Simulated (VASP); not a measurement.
CuO: single point with PBE

The system is CuO.

```
CELL_PARAMETERS angstrom
3.17550 0.00000 0.00000
0.00000 3.17550 0.00000
0.00000 0.00000 4.64953
ATOMIC_POSITIONS crystal
Cu 0.00000 0.00000 0.00000
Cu 0.50000 0.50000 0.00000
O 0.50000 0.00000 0.26700
O 0.00000 0.50000 0.73300
```

```
Program             : VASP 6.6.1
Task                : single point
Functional          : PBE
Potentials or basis : VASP PAW PBE potentials, release 64 (Cu, O)
Cutoff              : 520 eV
k mesh              : 5 × 5 × 4
Occupations         : fermi-dirac, width 0.05 eV
Spin                : no spin polarisation
```

* Pressure: 17.4 GPa
* Largest force: 0.807 eV/Å
* Band gap on the k mesh: zero (band 17 reaches 3.54 eV, above the bottom of band 18 at 2.73 eV)

Forces on the atoms (eV/Å):
```
Cu   0.000  0.000  0.000
Cu   0.000  0.000  0.000
O    0.000  0.000 -0.807
O    0.000  0.000  0.807
```

Stress tensor (GPa, compression positive):
```
30.06  0.00  0.00
 0.00 30.06  0.00
 0.00  0.00 -7.81
```

Levels at points of the mesh, in eV from the Fermi level:
| k point | band 14 | band 15 | band 16 | band 17 | band 18 | band 19 | band 20 | band 21 |
| --- | --- | --- | --- | --- | --- | --- | --- | --- |
| (0.00, 0.00, 0.00) | -1.07 | -0.50 | -0.30 | 0.44 | 0.44 | 1.16 | 6.52 | 10.97 |
| (0.00, 0.00, 0.50) | -0.96 | -0.74 | -0.50 | 0.27 | 0.27 | 2.76 | 5.68 | 10.96 |

Run time: 11 s on 1 thread of Intel(R) Xeon(R) 6975P-C (Granite Rapids) (shared host), peak memory 0.15 GiB.

Caveat: the k points lie up to 0.40 Å⁻¹ apart; semilocal functionals often make such compounds metallic where correlation or magnetic order opens a gap, which also shifts bond lengths. With open d or f shells a metallic result of PBE can be an artefact of self-interaction; +U or a hybrid may open a gap.
